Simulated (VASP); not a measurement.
Write the native input for VASP 6.6.1 that does the following.

- Task: single point
- Functional: PBE
- Potentials or basis: VASP PAW PBE potentials, release 64 (B, N)
- Cutoff: 520 eV
- k mesh: 9 × 9 × 6
- Occupations: gaussian, width 0.01 eV
- Spin: no spin polarisation
- Dipole correction: no
- Further INCAR settings: ALGO = Normal; EDIFF = 1e-06; NBANDS = 16

The structure of BN lies in POSCAR:

```
BN
1.0
    2.5544337607      0.0000000000      0.0000000000
   -1.2772168804      2.2122045290      0.0000000000
    0.0000000000      0.0000000000      4.2244268461
B N
2 2
Direct
    0.3333333333      0.6666666667      0.0001896141
    0.6666666667      0.3333333333      0.5001896141
    0.3333333333      0.6666666667      0.3748103859
    0.6666666667      0.3333333333      0.8748103859
```

These files were run (other wordings do the same):

INCAR

```
PREC     = Accurate       # precision mode
ENCUT    = 520            # plane-wave cutoff, eV
EDIFF    = 1E-6           # SCF threshold, eV
ISMEAR   = 0              # smearing method
SIGMA    = 0.01           # smearing width, eV
LREAL    = F              # projectors in reciprocal space
LASPH    = T              # aspherical terms in the spheres
NELM     = 60             # most SCF steps
ALGO     = Normal         # electronic algorithm
ISIF     = 2              # what is computed and relaxed
LWAVE    = F              # write WAVECAR
LCHARG   = F              # write CHGCAR
GGA      = PE             # functional
NBANDS   = 16             # bands
```

KPOINTS

```
Automatic mesh
0
Gamma
  9 9 6
```

Potentials or basis: VASP PAW PBE potentials, release 64 (B, N).

Run with:

```console
$ cat potpaw_PBE.64/B/POTCAR potpaw_PBE.64/N/POTCAR > POTCAR
$ mpirun -np 1 vasp_std > vasp.out
```

Results of the run:

The pressure is 0.3 GPa. The band gap on the k mesh is 5.21 eV, indirect (least direct gap 8.23 eV).

It took 9.5 s on 1 thread of Intel Xeon 6975P-C, with other jobs on the host, peak memory 0.14 GiB.
